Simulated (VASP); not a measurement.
# MnSb (zincblende type) (F-43m) in VASP: notebook, part 2 of 2

VASP 6.6.1. Earlier steps stand in the parts before.

## Step 3: Single point, PBE, collinear spin, ferromagnetic start (volume scaled by 1.04)

INCAR

```
PREC     = Accurate       # precision mode
ENCUT    = 520            # plane-wave cutoff, eV
EDIFF    = 1E-6           # SCF threshold, eV
ISMEAR   = -1             # smearing method
SIGMA    = 0.03           # smearing width, eV
LREAL    = False          # projectors in reciprocal space
LASPH    = True           # aspherical terms in the spheres
NELM     = 150            # most SCF steps
ALGO     = Normal         # electronic algorithm
ISIF     = 2              # what is computed and relaxed
LWAVE    = False          # write WAVECAR
LCHARG   = False          # write CHGCAR
ISPIN    = 2              # spin polarisation
MAGMOM   = 4 0            # initial moments
LORBIT   = 11             # projections on sites
LMAXMIX  = 4              # l up to which the mixer works
GGA      = PE             # functional
NBANDS   = 20             # bands
```

KPOINTS

```
Automatic mesh
0
Gamma
  10 10 10
```

POSCAR

```
MnSb
1.0
    0.0000000000      3.1307517960      3.1307517960
    3.1307517960      0.0000000000      3.1307517960
    3.1307517960      3.1307517960      0.0000000000
Mn Sb
1 1
Direct
    0.0000000000      0.0000000000      0.0000000000
    0.2500000000      0.2500000000      0.2500000000
```

Potentials or basis: VASP PAW PBE potentials, release 64 (Mn_pv, Sb).

The run is started by

```
> cat potpaw_PBE.64/Mn_pv/POTCAR potpaw_PBE.64/Sb/POTCAR > POTCAR
> mpirun -np 1 vasp_std > vasp.out
```

OUTCAR:

```text
PREC = Accurate
   ENCUT = 520
   EDIFF = 1E-6
   ISMEAR = -1
   LREAL = False
   LASPH = True
   NELM = 150
   ISIF = 2
   ISPIN = 2
   LORBIT = 11
   GGA = PE

 ion  position               nearest neighbor table
   1  0.000  0.000  0.000-   2 2.71   2 2.71   2 2.71   2 2.71
   2  0.250  0.250  0.250-   1 2.71   1 2.71   1 2.71   1 2.71

  LATTYP: Found a face centered cubic cell.
 ALAT       =     6.2615035920

  Lattice vectors:

 A1 = (   0.0000000000,   3.1307517960,   3.1307517960)
 A2 = (   3.1307517960,   0.0000000000,   3.1307517960)
 A3 = (   3.1307517960,   3.1307517960,   0.0000000000)

Analysis of symmetry for initial positions (statically):
=====================================================================
 Subroutine PRICEL returns:
 Original cell was already a primitive cell.

 Routine SETGRP: Setting up the symmetry group for a
 face centered cubic supercell.

 Subroutine GETGRP returns: Found 24 space group operations
 (whereof 24 operations were pure point group operations)
 out of a pool of 48 trial point group operations.

The static configuration has the point symmetry T_d .

Analysis of symmetry for dynamics (positions and initial velocities):
=====================================================================
 Subroutine PRICEL returns:
 Original cell was already a primitive cell.

 Routine SETGRP: Setting up the symmetry group for a
 face centered cubic supercell.

 Subroutine GETGRP returns: Found 24 space group operations
 (whereof 24 operations were pure point group operations)
 out of a pool of 48 trial point group operations.

The dynamic configuration has the point symmetry T_d .

Analysis of structural, dynamic, and magnetic symmetry:
=====================================================================
 Subroutine PRICEL returns:
 Original cell was already a primitive cell.

 Routine SETGRP: Setting up the symmetry group for a
 face centered cubic supercell.

 Subroutine GETGRP returns: Found 24 space group operations
 (whereof 24 operations were pure point group operations)
 out of a pool of 48 trial point group operations.

The overall configuration has the point symmetry T_d .

 Subroutine INISYM returns: Found 24 space group operations
 (whereof 24 operations are pure point group operations),
 and found     1 'primitive' translations

----------------------------------------------------------------------------------------

                                     Primitive cell

  volume of cell :      61.3728

  direct lattice vectors                    reciprocal lattice vectors
     0.000000000  3.130751796  3.130751796    -0.159706049  0.159706049  0.159706049
     3.130751796  0.000000000  3.130751796     0.159706049 -0.159706049  0.159706049
     3.130751796  3.130751796  0.000000000     0.159706049  0.159706049 -0.159706049

  length of vectors
     4.427551650  4.427551650  4.427551650     0.276618991  0.276618991  0.276618991

  position of ions in fractional coordinates (direct lattice)
     0.000000000  0.000000000  0.000000000
     0.250000000  0.250000000  0.250000000

  ion indices of the primitive-cell ions
   primitive index   ion index
                 1           1
                 2           2

[... 59 lines left out ...]
   NGX,Y,Z   is equivalent  to a cutoff of  13.52, 13.52, 13.52 a.u.
   NGXF,Y,Z  is equivalent  to a cutoff of  27.03, 27.03, 27.03 a.u.
 SYSTEM =  unknown system
   PREC   = accura    normal or accurate (medium, high low for compatibility)
   ISTART =      0    job   : 0-new  1-cont  2-samecut
   ICHARG =      2    charge: 1-file 2-atom 10-const
   ISPIN  =      2    spin polarized calculation?
   LNONCOLLINEAR =      F non collinear calculations
   LSORBIT =      F    spin-orbit coupling
   LASPH  =      T    aspherical Exc in radial PAW
   ENCUT  =  520.0 eV  38.22 Ry    6.18 a.u.   8.23  8.23  8.23*2*pi/ulx,y,z
   NELM   =    150;   NELMIN=  2; NELMDL= -5     # of ELM steps
   EDIFF  = 0.1E-05   stopping-criterion for ELM
   LREAL  =      F    real-space projection
   EDIFFG = 0.1E-04   stopping-criterion for IOM
   NSW    =      0    number of steps for IOM
   IBRION =     -1    ionic relax: 0-MD 1-quasi-New 2-CG
   NFREE  =      0    steps in history (QN), initial steepest desc. (CG)
   ISIF   =      2    stress and relaxation
   ISYM   =      2    0-nonsym 1-usesym 2-fastsym
   POTIM  = 0.5000    time-step for ionic-motion
   TEBEG  =    0.0;   TEEND  =   0.0 temperature during run
   PSTRESS=    0.0 pullay stress
   NELECT =      18.0000    total number of electrons
   NUPDOWN=      -1.0000    fix difference up-down
   EMIN   =  10.00;   EMAX   =-10.00  energy-range for DOS
   EFERMI =   0.00;   METHOD = LEGACY
   ISMEAR =    -1;   SIGMA  =   0.03  broadening in eV -4-tet -1-fermi 0-gaus
   EFERMI_NEDOS =   21; number of points for ismear=-14 and -15
   IALGO  =     38    algorithm
   IMIX   =      4    mixing-type and parameters
     AMIX     =   0.40;   BMIX     =  1.00
     AMIX_MAG =   1.60;   BMIX_MAG =  1.00
  volume/ion in A,a.u.               =      30.69       207.08
  Fermi-wavevector in a.u.,A,eV,Ry     =   1.087695  2.055445 16.096779  1.183080
  Thomas-Fermi vector in A             =   2.223860
   LORBIT       =     11    0 simple, 1 ext, 2 COOP (PROOUT), +10 PAW based schemes
   GGA     = PE    functional components
   LHFCALC =     F    Hartree Fock is set to
   AEXX    =    0.0000 exact exchange contribution
   IVDW    =     0    specifies the selected vdW correction
   LEPSILON=     F    determine dielectric tensor
   LRPA    =     F    only Hartree local field effects (RPA)
 spin polarized calculation
  energy-cutoff  :      520.00
  volume of cell :       61.37
 maximum number of plane-waves:      1676
 NGX is ok and might be reduce to    36
   NGX = 17   NGY = 17   NGZ = 17

 number of electron      18.0000007 magnetization       3.9990351

 Free energy of the ion-electron system (eV)
  ---------------------------------------------------
  ext. energy  EPLUGINS =         0.00000000
  ---------------------------------------------------
  free energy    TOTEN  =       -12.27320529 eV

  energy without entropy =      -12.27052951  energy(sigma->0) =      -12.27186740

 E-fermi :   3.8911     XC(G=0):  -8.7993

 val. band max:        3.8863484216   @ k =   0.4000   0.2000   0.0000
 cond. band min:       3.8940762871   @ k =  -0.4000   0.3000   0.0000
 fundamental gap:      0.0077278655
 Fermi energy:         3.8910714529

 spin component 1

 k-point     1 :       0.0000    0.0000    0.0000
  band No.  band energies     occupation
      1     -46.4457      1.00000
      2     -46.4457      1.00000
      3     -46.4457      1.00000
      4      -5.8218      1.00000
      5       0.5308      1.00000
      6       0.5308      1.00000
[... 541 lines left out ...]
     19      16.3396      0.00000
     20      17.3146      0.00000

 [... further k-points ...]

 spin component 2

 k-point     1 :       0.0000    0.0000    0.0000
  band No.  band energies     occupation
      1     -42.3148      1.00000
      2     -42.3148      1.00000
      3     -42.3148      1.00000
      4      -5.8232      1.00000
      5       2.6399      1.00000
      6       2.6399      1.00000
[... 541 lines left out ...]
     19      16.8534      0.00000
     20      17.8900      0.00000

 [... further k-points ...]
[... 5 lines left out ...]
  --------------------------------------------------------------------------------------
  -------------------------------------------------------------------------------------
  Total       -0.6506102     -0.6506102     -0.6506102     -0.0000000      0.0000000      0.0000000
  in kB      -16.9846091    -16.9846091    -16.9846091     -0.0000000      0.0000000      0.0000000
  external PRESSURE =     -16.9846091 kB  Pullay stress =       0.0000000 kB

 VOLUME and BASIS-vectors are now :
 -----------------------------------------------------------------------------
  energy-cutoff  :      520.00
  volume of cell :       61.37
      direct lattice vectors                 reciprocal lattice vectors
     0.000000000  3.130751796  3.130751796    -0.159706049  0.159706049  0.159706049
     3.130751796  0.000000000  3.130751796     0.159706049 -0.159706049  0.159706049
     3.130751796  3.130751796  0.000000000     0.159706049  0.159706049 -0.159706049

 POSITION                                       TOTAL-FORCE (eV/Angst)
 -----------------------------------------------------------------------------------
      0.00000      0.00000      0.00000        -0.000000     -0.000000     -0.000000
      1.56538      1.56538      1.56538         0.000000      0.000000      0.000000
 -----------------------------------------------------------------------------------
    total drift:                               -0.000000     -0.000000     -0.000000

  FREE ENERGIE OF THE ION-ELECTRON SYSTEM (eV)
  ---------------------------------------------------
  free  energy   TOTEN  =       -12.2732052913 eV

  energy  without entropy=      -12.2705295145  energy(sigma->0) =      -12.27186740

 total charge

# of ion       s       p       d       tot
------------------------------------------
    1        0.310   6.178   4.913  11.402
    2        1.142   1.316   0.021   2.478
--------------------------------------------------
tot          1.452   7.494   4.934  13.880

 magnetization (x)

# of ion       s       p       d       tot
------------------------------------------
    1        0.061   0.036   3.829   3.925
    2        0.001  -0.194   0.011  -0.181
--------------------------------------------------
tot          0.062  -0.158   3.840   3.744
```

It took 1.8 min on 1 thread of Intel Xeon 6975P-C, shared host; peak memory 0.29 GiB.

What came out:

* Free energy: -12.2732 eV
* Pressure: -1.7 GPa
* Band gap on the k mesh: zero (filled and empty bands overlap)
* Net moment: 4.00 μB per cell
* Site moments: Mn +3.92; Sb -0.18 μB
* Valence electrons inside the program's atomic spheres: Mn 11.40; Sb 2.48

Caveat: spin-orbit coupling is left out, which moves the levels of the heavy elements; a cell with one magnetic atom can't hold antiferromagnetic order, which such compounds often take.
